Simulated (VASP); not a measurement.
Write the native input for VASP 6.6.1 that does the following.

- Task: single point
- Functional: PBE
- Potentials or basis: VASP PAW PBE potentials, release 64 (Si, Ge_d)
- Cutoff: 520 eV
- k mesh: 6 × 6 × 4
- Occupations: gaussian, width 0.1 eV
- Spin: no spin polarisation
- Dipole correction: no
- Further INCAR settings: ALGO = Normal; EDIFF = 1e-06; NBANDS = 23

The structure of SiGe2 lies in POSCAR:

```
SiGe2
1.0
    4.1491864800      0.0000000000      0.0000000000
   -2.0745932400      3.5933008900      0.0000000000
    0.0000000000      0.0000000000      4.4255122700
Si Ge
1 2
Direct
    0.0000000000      0.0000000000      0.5000000000
    0.3333333300      0.6666666700      0.5000000000
    0.6666666700      0.3333333300      0.5000000000
```

The cell was built from a structure type or drawn by symmetry, and may not be a known phase.

One way to write it, as run:

INCAR

```
SYSTEM = SiGe2
PREC = Accurate ; ENCUT = 520
EDIFF = 1E-6 ; ISMEAR = 0
SIGMA = 0.1 ; LREAL = .False.
LASPH = .True. ; NELM = 80
ALGO = Normal ; ISIF = 2
LWAVE = .False. ; LCHARG = .False.
GGA = PE ; NBANDS = 23
```

KPOINTS

```
Automatic mesh
0
Gamma
  6 6 4
  0 0 0
```

Potentials or basis: VASP PAW PBE potentials, release 64 (Si, Ge_d).

Launch:

```bash
$ cat potpaw_PBE.64/Si/POTCAR potpaw_PBE.64/Ge_d/POTCAR > POTCAR
$ mpirun -np 1 vasp_std > vasp.out
```

Results of the run:

```yaml
Pressure: 24.6 GPa
Band_gap_on_the_k_mesh: zero (bands 16 and 17 overlap by 3.60 eV)
```

Caveat: the cell stands under pressure.

It took 11 s on 1 thread of Intel(R) Xeon(R) 6975P-C (Granite Rapids) (shared host), peak memory 0.19 GiB.
